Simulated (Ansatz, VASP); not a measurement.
One calculation of Be2C, two programs

Contents of POSCAR:

```
Be2C
1.0
    0.0000000000      2.1604856287      2.1604856287
    2.1604856287      0.0000000000      2.1604856287
    2.1604856287      2.1604856287      0.0000000000
C Be
1 2
Direct
    0.0000000000      0.0000000000      0.0000000000
    0.2500000000      0.2500000000      0.2500000000
    0.7500000000      0.7500000000      0.7500000000
```

INCAR.step1

```
SYSTEM = Be2C
PREC     = Accurate       ! precision mode
ENCUT    = 660            ! plane-wave cutoff, eV
ISMEAR   = 0              ! smearing method
SIGMA    = 0.01           ! smearing width, eV
LREAL    = .FALSE.        ! projectors in reciprocal space
LASPH    = .TRUE.         ! aspherical terms in the spheres
NELM     = 120            ! most SCF steps
NBANDS   = 11             ! bands
GGA      = PE             ! functional
ALGO     = Normal         ! electronic algorithm
EDIFF    = 1E-5           ! SCF threshold, eV
LWAVE    = .TRUE.         ! write WAVECAR
LCHARG   = .FALSE.        ! write CHGCAR
GGA_COMPAT= .FALSE.
```

Contents of INCAR.step2:

```
SYSTEM = Be2C
PREC     = Accurate       ! precision mode
ENCUT    = 660            ! plane-wave cutoff, eV
EDIFF    = 1E-6           ! SCF threshold, eV
ISMEAR   = 0              ! smearing method
SIGMA    = 0.01           ! smearing width, eV
LREAL    = .FALSE.        ! projectors in reciprocal space
LASPH    = .TRUE.         ! aspherical terms in the spheres
NELM     = 120            ! most SCF steps
ALGO     = Normal         ! electronic algorithm
ISIF     = 2              ! what is computed and relaxed
LWAVE    = .FALSE.        ! write WAVECAR
LCHARG   = .FALSE.        ! write CHGCAR
METAGGA  = R2SCAN         ! meta-GGA
LMIXTAU  = .TRUE.       
NBANDS   = 11             ! bands
ISTART   = 1            
GGA_COMPAT= .FALSE.
```

Contents of KPOINTS:

```
Automatic mesh
0
G
  10 10 10
  0 0 0
```

Input for Ansatz:

```yaml
crystal:
  lattice:
    - [0.0, 2.1604856287, 2.1604856287]
    - [2.1604856287, 0.0, 2.1604856287]
    - [2.1604856287, 2.1604856287, 0.0]
  atoms:
    - { symbol: C, position: [0.0, 0.0, 0.0] }
    - { symbol: Be, position: [0.25, 0.25, 0.25] }
    - { symbol: Be, position: [0.75, 0.75, 0.75] }
kpoints:
  mp_grid: { grid: [10, 10, 10] }
  band_path:
    path:
      - [0.0, 0.0, 0.0]
      - [0.5, 0.0, 0.5]
      - [0.625, 0.25, 0.625]
      - [0.375, 0.375, 0.75]
      - [0.5, 0.5, 0.5]
      - [0.5, 0.25, 0.75]
    npoints: 1
hamiltonian:
  xc: r2scan
scf:
  occupations: { method: fixed }
  n_extra_bands: 4
output:
  forces: true
  stress: true
  eigenvalues: true
```

Alike in both runs: task single point; functional r2SCAN; k mesh 10 × 10 × 10; no spin polarisation.

|  | VASP | Ansatz |
| --- | --- | --- |
| version | VASP 6.6.1 | Ansatz 0.2.0 |
| potentials or method | VASP PAW PBE potentials, release 64 (C, Be) | plane waves, PAW |
| plane-wave cutoff (eV) | 660 | 500 |
| occupations | gaussian, width 0.01 eV | fixed |
| valence electrons in the cell | 8 | 8 |

VASP gave:

* gap on the k mesh at the Fermi level (eV): 1.53
* pressure (GPa): 0.8

**Question.** Estimate Ansatz's values.

**Answer.** gap on the k mesh at the Fermi level (eV): 1.53; pressure (GPa): 0.0.

VASP's potentials were made for PBE, not for r2SCAN.
